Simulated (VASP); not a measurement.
# Br (I4/mmm) in VASP: a series of runs

Runs on Br. Level: PBE+D3(BJ). Tasks: single point.

All numbers are computed with VASP 6.6.1; they aren't measurements. Logs are shortened: lines on timing, memory, paths and dates and some standing lists are left out, and cuts for length are marked.

## Step 1: The cell of the first run

Symmetry: I4/mmm, No. 139, tetragonal system. Conventional cell: a = 2.796 Å, b = 2.796 Å, c = 7.789 Å, α = 90.00°, β = 90.00°, γ = 90.00°. Within 3.7 Å of Br (site symmetry 4/mmm) lie 4 Br at 2.80 Å.

## Step 2: Single point, PBE+D3(BJ)

The input, INCAR:

```
SYSTEM = Br
  ALGO = Fast
  EDIFF = 1E-6
  ENCUT = 520
  GGA = PE
  ISIF = 2
  ISMEAR = 0
  IVDW = 12
  LASPH = .True.
  LCHARG = .False.
  LREAL = .False.
  LWAVE = .False.
  NBANDS = 10
  NELM = 100
  PREC = Accurate
  SIGMA = 0.15
```

The input, KPOINTS:

```
k-points
0
Gamma
  22 22 22
  0 0 0
```

The input, POSCAR:

```
Br
1.0
   -1.3979500000      1.3979500000      3.8943000000
    1.3979500000     -1.3979500000      3.8943000000
    1.3979500000      1.3979500000     -3.8943000000
Br
1
Direct
    0.0000000000      0.0000000000      0.0000000000
```

Potentials or basis: VASP PAW PBE potentials, release 64 (Br).

The run is started by

```sh
cat potpaw_PBE.64/Br/POTCAR > POTCAR
mpirun -np 1 vasp_std > vasp.out
```

OUTCAR:

```text
SYSTEM = Br
   EDIFF = 1E-6
   ENCUT = 520
   GGA = PE
   ISIF = 2
   ISMEAR = 0
   IVDW = 12
   LASPH = .True.
   LREAL = .False.
   NELM = 100
   PREC = Accurate
 IVDW          = 12

 ion  position               nearest neighbor table
   1  0.000  0.000  0.000-

  LATTYP: Found a body centered tetragonal cell.
 ALAT       =     2.7959000000
 C/A-ratio  =     2.7857219500

  Lattice vectors:

 A1 = (  -1.3979500000,   1.3979500000,   3.8943000000)
 A2 = (   1.3979500000,  -1.3979500000,   3.8943000000)
 A3 = (   1.3979500000,   1.3979500000,  -3.8943000000)

Analysis of symmetry for initial positions (statically):
=====================================================================
 Subroutine PRICEL returns:
 Original cell was already a primitive cell.

 Routine SETGRP: Setting up the symmetry group for a
 body centered tetragonal supercell.

 Subroutine GETGRP returns: Found 16 space group operations
 (whereof 16 operations were pure point group operations)
 out of a pool of 16 trial point group operations.

The static configuration has the point symmetry D_4h.

Analysis of symmetry for dynamics (positions and initial velocities):
=====================================================================
 Subroutine PRICEL returns:
 Original cell was already a primitive cell.

 Routine SETGRP: Setting up the symmetry group for a
 body centered tetragonal supercell.

 Subroutine GETGRP returns: Found 16 space group operations
 (whereof 16 operations were pure point group operations)
 out of a pool of 16 trial point group operations.

The dynamic configuration has the point symmetry D_4h.

 Subroutine INISYM returns: Found 16 space group operations
 (whereof 16 operations are pure point group operations),
 and found     1 'primitive' translations

----------------------------------------------------------------------------------------

                                     Primitive cell

  volume of cell :      30.4420

  direct lattice vectors                    reciprocal lattice vectors
    -1.397950000  1.397950000  3.894300000     0.000000000  0.357666583  0.128392779
     1.397950000 -1.397950000  3.894300000     0.357666583  0.000000000  0.128392779
     1.397950000  1.397950000 -3.894300000     0.357666583  0.357666583  0.000000000

  length of vectors
     4.367390628  4.367390628  4.367390628     0.380013277  0.380013277  0.505816933

  position of ions in fractional coordinates (direct lattice)
     0.000000000  0.000000000  0.000000000

  ion indices of the primitive-cell ions
   primitive index   ion index
                 1           1

----------------------------------------------------------------------------------------

 KPOINTS: k-points

Automatic generation of k-mesh.
 Grid dimensions read from file:
 generate k-points for:   22   22   22

 Generating k-lattice:

  Cartesian coordinates                     Fractional coordinates (reciprocal lattice)
     0.000000000  0.016257572  0.005836035     0.045454545  0.000000000 -0.000000000
     0.016257572  0.000000000  0.005836035     0.000000000  0.045454545 -0.000000000
     0.016257572  0.016257572  0.000000000     0.000000000  0.000000000  0.045454545

  Length of vectors
     0.017273331  0.017273331  0.022991679

  Shift w.r.t. Gamma in fractional coordinates (k-lattice)
     0.000000000  0.000000000  0.000000000

 Subroutine IBZKPT returns following result:
 ===========================================

 Found    834 irreducible k-points:

 Following reciprocal coordinates:
            Coordinates               Weight
  0.000000  0.000000  0.000000      1.000000
  0.045455 -0.000000  0.000000      8.000000
  0.090909 -0.000000  0.000000      8.000000
  0.136364 -0.000000  0.000000      8.000000
  0.181818  0.000000  0.000000      8.000000
  0.227273  0.000000 -0.000000      8.000000
[... 16 lines left out ...]
  0.500000  0.045455  0.000000     16.000000
 -0.454545  0.045455  0.000000     16.000000
 [... further k-points ...]
   k-points           NKPTS =    834   k-points in BZ     NKDIM =    834   number of bands    NBANDS=     10
   number of dos      NEDOS =    301   number of ions     NIONS =      1
   total plane-waves  NPLWV =  32768
   dimension x,y,z NGX =    32 NGY =   32 NGZ =   32
   dimension x,y,z NGXF=    64 NGYF=   64 NGZF=   64
   ions per type =               1
   NGX,Y,Z   is equivalent  to a cutoff of  12.18, 12.18, 12.18 a.u.
   NGXF,Y,Z  is equivalent  to a cutoff of  24.36, 24.36, 24.36 a.u.
 SYSTEM =  Br
   PREC   = accura    normal or accurate (medium, high low for compatibility)
   ISTART =      0    job   : 0-new  1-cont  2-samecut
   ICHARG =      2    charge: 1-file 2-atom 10-const
   ISPIN  =      1    spin polarized calculation?
   LNONCOLLINEAR =      F non collinear calculations
   LSORBIT =      F    spin-orbit coupling
   LASPH  =      T    aspherical Exc in radial PAW
   ENCUT  =  520.0 eV  38.22 Ry    6.18 a.u.   8.12  8.12  8.12*2*pi/ulx,y,z
   NELM   =    100;   NELMIN=  2; NELMDL= -5     # of ELM steps
   EDIFF  = 0.1E-05   stopping-criterion for ELM
   LREAL  =      F    real-space projection
   EDIFFG = 0.1E-04   stopping-criterion for IOM
   NSW    =      0    number of steps for IOM
   IBRION =     -1    ionic relax: 0-MD 1-quasi-New 2-CG
   NFREE  =      0    steps in history (QN), initial steepest desc. (CG)
   ISIF   =      2    stress and relaxation
   ISYM   =      2    0-nonsym 1-usesym 2-fastsym
   POTIM  = 0.5000    time-step for ionic-motion
   TEBEG  =    0.0;   TEEND  =   0.0 temperature during run
   PSTRESS=    0.0 pullay stress
   NELECT =       7.0000    total number of electrons
   NUPDOWN=      -1.0000    fix difference up-down
   EMIN   =  10.00;   EMAX   =-10.00  energy-range for DOS
   EFERMI =   0.00;   METHOD = LEGACY
   ISMEAR =     0;   SIGMA  =   0.15  broadening in eV -4-tet -1-fermi 0-gaus
   EFERMI_NEDOS =   21; number of points for ismear=-14 and -15
   IALGO  =     68    algorithm
   IMIX   =      4    mixing-type and parameters
     AMIX     =   0.40;   BMIX     =  1.00
     AMIX_MAG =   1.60;   BMIX_MAG =  1.00
  volume/ion in A,a.u.               =      30.44       205.43
  Fermi-wavevector in a.u.,A,eV,Ry     =   1.002959  1.895318 13.686471  1.005927
  Thomas-Fermi vector in A             =   2.135480
   LORBIT       =      0    0 simple, 1 ext, 2 COOP (PROOUT), +10 PAW based schemes
   GGA     = PE    functional components
   LHFCALC =     F    Hartree Fock is set to
   AEXX    =    0.0000 exact exchange contribution
   IVDW    =    12    specifies the selected vdW correction
   LEPSILON=     F    determine dielectric tensor
   LRPA    =     F    only Hartree local field effects (RPA)
 non-spin polarized calculation
 RMM-DIIS sequential band-by-band and
 Gauss-broadening in eV      SIGMA  =   0.15
  energy-cutoff  :      520.00
  volume of cell :       30.44
 maximum number of plane-waves:       850
   NGX = 17   NGY = 17   NGZ = 17

 number of electron       7.0000001 magnetization

 Free energy of the ion-electron system (eV)
  ---------------------------------------------------
  ext. energy  EPLUGINS =         0.00000000
  ---------------------------------------------------
  free energy    TOTEN  =        -1.44604171 eV

  energy without entropy =       -1.44036804  energy(sigma->0) =       -1.44320487

 E-fermi :   1.3298     XC(G=0):  -8.3079

 val. band max:        1.3276441080   @ k =  -0.1818  -0.2727   0.1818
 cond. band min:       1.3304453281   @ k =  -0.2727  -0.3182   0.2273
 fundamental gap:      0.0028012201
 Fermi energy:         1.3298363924

 k-point     1 :       0.0000    0.0000    0.0000
  band No.  band energies     occupation
      1     -15.3205      2.00000
      2      -1.7671      2.00000
      3       2.2696      0.00000
      4       2.2696      0.00000
      5       6.0407      0.00000
      6      10.8650      0.00000
      7      11.4813      0.00000
      8      17.7182      0.00000
      9      17.7292      0.00000
     10      17.7292      0.00000

 k-point     2 :       0.0455   -0.0000    0.0000
  band No.  band energies     occupation
      1     -15.2934      2.00000
      2      -1.7543      2.00000
      3       2.0165      0.00000
      4       2.2878      0.00000
      5       6.1124      0.00000
      6      11.0122      0.00000
      7      11.6689      0.00000
      8      16.4835      0.00000
      9      17.7684      0.00000
     10      18.5790      0.00000

 k-point     3 :       0.0909   -0.0000    0.0000
  band No.  band energies     occupation
      1     -15.2129      2.00000
      2      -1.7160      2.00000
      3       1.3558      0.80695
      4       2.3416      0.00000
      5       6.3114      0.00000
      6      11.2219      0.00000
      7      12.3742      0.00000
      8      15.1681      0.00000
      9      17.8853      0.00000
     10      18.9990      0.00000

 k-point     4 :       0.1364   -0.0000    0.0000
  band No.  band energies     occupation
      1     -15.0816      2.00000
      2      -1.6531      2.00000
      3       0.4691      2.00000
      4       2.4282      0.00000
      5       6.6146      0.00000
      6      11.4059      0.00000
      7      13.4604      0.00000
      8      13.9592      0.00000
      9      18.0770      0.00000
     10      19.2893      0.00000

 k-point     5 :       0.1818    0.0000    0.0000
  band No.  band energies     occupation
      1     -14.9043      2.00000
      2      -1.5697      2.00000
      3      -0.5018      2.00000
      4       2.5428      0.00000
      5       7.0037      0.00000
      6      11.6139      0.00000
      7      12.7330      0.00000
      8      14.8923      0.00000
      9      18.3371      0.00000
     10      19.5723      0.00000

 k-point     6 :       0.2273    0.0000   -0.0000
  band No.  band energies     occupation
      1     -14.6884      2.00000
      2      -1.5840      2.00000
      3      -1.3562      2.00000
      4       2.6784      0.00000
      5       7.4479      0.00000
      6      11.6815      0.00000
      7      11.9346      0.00000
      8      16.2739      0.00000
      9      18.6454      0.00000
     10      19.7297      0.00000
[... 183 lines left out ...]
 k-point    21 :       0.4091    0.0455    0.0000
  band No.  band energies     occupation
      1     -13.7062      2.00000
      2      -4.4939      2.00000
      3      -0.9525      2.00000
      4       3.0016      0.00000
      5       7.7625      0.00000
      6      12.0353      0.00000
      7      13.3683      0.00000
      8      15.5940      0.00000
      9      16.3478      0.00000
     10      19.3771      0.00000

 k-point    22 :       0.4545    0.0455   -0.0000
  band No.  band energies     occupation
      1     -13.5659      2.00000
      2      -4.8369      2.00000
      3      -0.8578      2.00000
      4       3.0776      0.00000
      5       7.5460      0.00000
      6      12.8137      0.00000
      7      13.5967      0.00000
      8      14.7255      0.00000
      9      15.8874      0.00000
     10      19.1904      0.00000

 k-point    23 :       0.5000    0.0455    0.0000
  band No.  band energies     occupation
      1     -13.5173      2.00000
      2      -4.9534      2.00000
      3      -0.8098      2.00000
      4       3.1047      0.00000
      5       7.4672      0.00000
      6      12.9391      0.00000
      7      13.7069      0.00000
      8      14.5202      0.00000
      9      15.7682      0.00000
     10      19.0982      0.00000

 k-point    24 :      -0.4545    0.0455    0.0000
  band No.  band energies     occupation
      1     -13.5698      2.00000
      2      -4.8329      2.00000
      3      -0.8161      2.00000
      4       3.0796      0.00000
      5       7.5487      0.00000
      6      12.1433      0.00000
      7      13.6279      0.00000
      8      15.2601      0.00000
      9      16.0330      0.00000
     10      19.1872      0.00000

 [... further k-points ...]

------------------------ aborting loop because EDIFF is reached ----------------------------------------

 Edisp (eV)   -0.23192

 E8    (eV) :    -0.0907

  FORCE on cell =-STRESS in cart. coord.  units (eV):
  Direction    XX          YY          ZZ          XY          YZ          ZX
  --------------------------------------------------------------------------------------
  -------------------------------------------------------------------------------------
  Total       0.53813     0.53813    -0.19568     0.00000    -0.00000     0.00000
  in kB      28.32230    28.32230   -10.29851     0.00000    -0.00000     0.00000
  external pressure =       15.45 kB  Pullay stress =        0.00 kB

 VOLUME and BASIS-vectors are now :
 -----------------------------------------------------------------------------
  energy-cutoff  :      520.00
  volume of cell :       30.44
      direct lattice vectors                 reciprocal lattice vectors
    -1.397950000  1.397950000  3.894300000     0.000000000  0.357666583  0.128392779
     1.397950000 -1.397950000  3.894300000     0.357666583  0.000000000  0.128392779
     1.397950000  1.397950000 -3.894300000     0.357666583  0.357666583  0.000000000

 POSITION                                       TOTAL-FORCE (eV/Angst)
 -----------------------------------------------------------------------------------
      0.00000      0.00000      0.00000         0.000000      0.000000      0.000000
 -----------------------------------------------------------------------------------
    total drift:                                0.000000     -0.000000     -0.000000

  FREE ENERGIE OF THE ION-ELECTRON SYSTEM (eV)
  ---------------------------------------------------
  free  energy   TOTEN  =        -1.6779658854 eV

  energy  without entropy=       -1.6722922158  energy(sigma->0) =       -1.67512905
```

It took 3.7 min on 1 thread of Oxide Virtual Turin-like, shared host; peak memory 0.35 GiB.

What came out:

| Item | Value |
| --- | --- |
| Free energy | -1.6780 eV |
| Pressure | 1.5 GPa |
| Band gap on the k mesh | zero (an odd number of electrons rules out a gap without spin polarisation) |
| Dispersion energy per atom | -0.232 eV |

Stress tensor (GPa, compression positive):
```
 2.83  0.00  0.00
 0.00  2.83  0.00
 0.00  0.00 -1.03
```

Caveat: an odd number of electrons without spin polarisation forces a metal; a magnetic or distorted state may lie lower.

## Step 3: Single point, PBE+D3(BJ)

This run uses another cell than the first one, of 30.67 Å³/atom.

The input, INCAR:

```
ALGO = Fast ; EDIFF = 1E-7
ENCUT = 520 ; GGA = PE
ISIF = 2 ; ISMEAR = 0
IVDW = 12 ; LASPH = True
LCHARG = False ; LREAL = False
LWAVE = False ; NBANDS = 10
NELM = 100 ; PREC = Accurate
SIGMA = 0.15
```

The input, KPOINTS:

```
k-points
0
Gamma
  22 22 22
```

The input, POSCAR:

```
Br
1.0
   -1.4690500000      1.4690500000      3.5532137791
    1.4690500000     -1.4690500000      3.5532137791
    1.4690500000      1.4690500000     -3.5532137791
Br
1
Direct
    0.0000000000      0.0000000000      0.0000000000
```

Potentials or basis: VASP PAW PBE potentials, release 64 (Br).

The run is started by

```sh
cat potpaw_PBE.64/Br/POTCAR > POTCAR
mpirun -np 1 vasp_std > vasp.out
```

It took 5.7 min on 1 thread of Oxide Virtual Turin-like, shared host; peak memory 0.34 GiB.

Results (log left out):

- Free energy: -1.6689 eV
- Pressure: -2.8 GPa
- Band gap on the k mesh: zero (an odd number of electrons rules out a gap without spin polarisation)
- Dispersion energy per atom: -0.236 eV

Stress tensor (GPa, compression positive):
```
-4.19  0.00  0.00
 0.00 -4.19  0.00
 0.00  0.00  0.05
```

Levels at points of the mesh, in eV from the Fermi level:
```
           k point  band 1  band 2  band 3  band 4  band 5  band 6  band 7  band 8  band 9
(0.00, 0.00, 0.00)  -15.68   -1.78    0.81    0.81    5.81   10.04   10.27   15.49   15.49
(0.50, 0.00, 0.00)  -14.30   -5.13   -1.59    1.54    6.72   11.79   12.91   14.86   15.17
(0.50, 0.50, 0.00)  -13.09   -3.99   -3.67   -0.55    5.92    8.45   12.92   14.05   14.57
(0.50, 0.50, 0.50)  -15.43   -3.95    0.63    0.63    9.06    9.43   11.91   17.72   18.76
```

Caveat: an odd number of electrons without spin polarisation forces a metal; a magnetic or distorted state may lie lower.

## Step 4: Single point, PBE+D3(BJ)

This run uses another cell than the first one, of 30.71 Å³/atom.

The input, INCAR:

```
SYSTEM = Br
PREC     = Accurate       ! precision mode
ENCUT    = 520            ! plane-wave cutoff, eV
EDIFF    = 1E-7           ! SCF threshold, eV
ISMEAR   = 0              ! smearing method
SIGMA    = 0.15           ! smearing width, eV
LREAL    = .FALSE.        ! projectors in reciprocal space
LASPH    = .TRUE.         ! aspherical terms in the spheres
NELM     = 60             ! most SCF steps
ALGO     = Fast           ! electronic algorithm
ISIF     = 2              ! what is computed and relaxed
LWAVE    = .FALSE.        ! write WAVECAR
LCHARG   = .TRUE.         ! write CHGCAR
GGA      = PE             ! functional
IVDW     = 12             ! dispersion correction
LELF     = .TRUE.         ! ELF
LVHAR    = .TRUE.       
NBANDS   = 10             ! bands
```

The input, KPOINTS:

```
Automatic mesh
0
G
  22 22 22
  0 0 0
```

The input, POSCAR:

```
Br
1.0
   -1.3742500000      1.3742500000      4.0649000000
    1.3742500000     -1.3742500000      4.0649000000
    1.3742500000      1.3742500000     -4.0649000000
Br
1
Direct
    0.0000000000      0.0000000000      0.0000000000
```

The run is started by

```sh
cat potpaw_PBE.64/Br/POTCAR > POTCAR
mpirun -np 1 vasp_std > vasp.out
```

Run time: 7.6 min. Hardware: 1 thread of Oxide Virtual Turin-like, shared host; peak memory 0.37 GiB.

Results (log left out):

```yaml
Free_energy: -1.6396 eV
Pressure: 3.6 GPa
Band_gap_on_the_k_mesh: zero (an odd number of electrons rules out a gap without spin polarisation)
Dispersion_energy_per_atom: -0.227 eV
```

Stress tensor (GPa, compression positive):
```
 6.09  0.00  0.00
 0.00  6.09  0.00
 0.00  0.00 -1.25
```

Levels at points of the mesh, in eV from the Fermi level:
| k point | band 2 | band 3 | band 4 | band 5 | band 6 | band 7 |
| --- | --- | --- | --- | --- | --- | --- |
| (0.00, 0.00, 0.00) | -3.61 | 1.00 | 1.00 | 4.28 | 9.36 | 10.19 |
| (0.50, 0.00, 0.00) | -6.77 | -2.37 | 2.17 | 5.87 | 11.29 | 11.93 |
| (0.50, 0.50, 0.00) | -5.11 | -5.02 | -0.80 | 4.83 | 8.51 | 10.92 |
| (0.50, 0.50, 0.50) | -4.79 | 0.95 | 0.95 | 9.17 | 9.29 | 9.81 |

Caveat: the stress differs along the axes, from -1 to 6 GPa; an odd number of electrons without spin polarisation forces a metal; a magnetic or distorted state may lie lower.

## Step 5: Overview

| cell | further INCAR settings | gap on the mesh (eV) | pressure (GPa) |
| --- | --- | --- | --- |
| a = 4.367 Å, angles 142.7, 142.7, 53.8°, 1 atom | ALGO = Fast; EDIFF = 1e-06; NBANDS = 10 | none | 1.5 |
| a = 4.116 Å, angles 138.2, 138.2, 60.6°, 1 atom | ALGO = Fast; EDIFF = 1e-07; NBANDS = 10 | none | -2.8 |
| a = 4.506 Å, angles 144.5, 144.5, 51.1°, 1 atom | ALGO = Fast; EDIFF = 1e-07; NBANDS = 10 | none | 3.6 |

Alike in all rows: task single point; level PBE+D3(BJ); potentials or basis VASP PAW PBE potentials, release 64 (Br); no spin polarisation; k mesh 22 × 22 × 22; cutoff (eV) 520; smearing gaussian 0.15 eV.

Caveats: an odd number of electrons without spin polarisation forces a metal; a magnetic or distorted state may lie lower; the stress differs along the axes, from -1 to 6 GPa (at least some runs).

Absolute energies hang on the potentials; compare differences alone.
